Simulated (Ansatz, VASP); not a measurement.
## One calculation of Al3BN2, two programs

```
Al B N
1.0
    -1.52111    1.52111    7.69182
     1.52111   -1.52111    7.69182
     1.52111    1.52111   -7.69182
Al B N
3 1 2
Direct
  0.75000 0.25000 0.50000
  0.10291 0.60291 0.50000
  0.39709 0.89709 0.50000
  0.00000 0.00000 0.00000
  0.67701 0.67701 0.00000
  0.32299 0.32299 0.00000
```

Alike in both runs: functional PBE; k mesh 5 × 5 × 5; occupations gaussian, width 0.15 eV; no spin polarisation.

Ansatz relaxed the structure, and its values are those at the end. VASP's run is a single point on that final structure, the one shown.

|  | VASP | Ansatz |
| --- | --- | --- |
| version | VASP 6.6.1 | Ansatz 0.2.0 |
| potentials or method | VASP PAW PBE potentials, release 64 (Al, B, N), cutoff 600 eV | scalar-relativistic, plane waves, PAW |
| valence electrons in the cell | 22 | 22 |

```tsv
	VASP	Ansatz	Ansatz less VASP
gap on the k mesh at the Fermi level (eV)	none	none	-
pressure (GPa)	-0.2	0.1	+0.26
rms of the force components (eV/Å)	0.005	0.001	-0.0034
```

A gap of «none» marks a metal or a gap that the smearing closes.

The k mesh is coarse, so the values compare programs but aren't converged.
